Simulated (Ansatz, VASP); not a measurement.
One calculation of Hg, two programs

File INCAR:

```
SYSTEM = Hg
PREC     = Accurate       ! precision mode
ENCUT    = 550            ! plane-wave cutoff, eV
EDIFF    = 1E-6           ! SCF threshold, eV
ISMEAR   = -1             ! smearing method
SIGMA    = 0.05           ! smearing width, eV
LREAL    = .FALSE.        ! projectors in reciprocal space
LASPH    = .TRUE.         ! aspherical terms in the spheres
NELM     = 120            ! most SCF steps
ALGO     = Normal         ! electronic algorithm
ISIF     = 2              ! what is computed and relaxed
LWAVE    = .FALSE.        ! write WAVECAR
LCHARG   = .FALSE.        ! write CHGCAR
GGA      = PE             ! functional
NBANDS   = 37             ! bands
GGA_COMPAT= .FALSE.
```

Contents of KPOINTS:

```
Automatic mesh
0
G
  7 7 7
  0 0 0
```

POSCAR

```
Hg
1.0
    4.5400000000      0.0000000000      0.0000000000
   -2.2700000000      3.9317553332      0.0000000000
    0.0000000000      0.0000000000      3.8700000000
Hg
3
Direct
    0.6666666667      0.3333333333      0.5000000000
    0.0000000000      0.0000000000      0.0000000000
    0.3333333333      0.6666666667      0.5000000000
```

input.yaml

```yaml
crystal:
  lattice:
    - [4.54, 0.0, 0.0]
    - [-2.27, 3.9317553332, 0.0]
    - [0.0, 0.0, 3.87]
  atoms:
    - { symbol: Hg, position: [0.6666666667, 0.3333333333, 0.5] }
    - { symbol: Hg, position: [0.0, 0.0, 0.0] }
    - { symbol: Hg, position: [0.3333333333, 0.6666666667, 0.5] }
hamiltonian:
  xc: pbe
  pseudopotentials: { kind: paw }
kpoints:
  mp_grid: { grid: [7, 7, 7] }
scf:
  occupations: { method: fermi_dirac, width: 0.05 }
output:
  forces: true
  stress: true
  eigenvalues: true
```

Alike in both runs: task single point; functional PBE; k mesh 7 × 7 × 7; occupations fermi-dirac, width 0.05 eV; no spin polarisation.

```csv
,VASP,Ansatz
version,VASP 6.6.1,Ansatz 0.2.0
potentials or method,"VASP PAW PBE potentials, release 64 (Hg_sv_GW)",Ansatz PAW
plane-wave cutoff (eV),550,420
valence electrons in the cell,60,60
```

|  | VASP | Ansatz | Ansatz less VASP |
| --- | --- | --- | --- |
| gap on the k mesh at the Fermi level (eV) | none | none | - |
| pressure (GPa) | 12.5 | 12.8 | +0.22 |
| traceless stress, the component that is largest in VASP (GPa) | -8.87 | -8.80 | +0.064 |

A gap of «none» marks a metal or a gap that the smearing closes. With one functional, cell and mesh, what is left measures potentials, basis and numerics.

Spin-orbit coupling is off throughout.
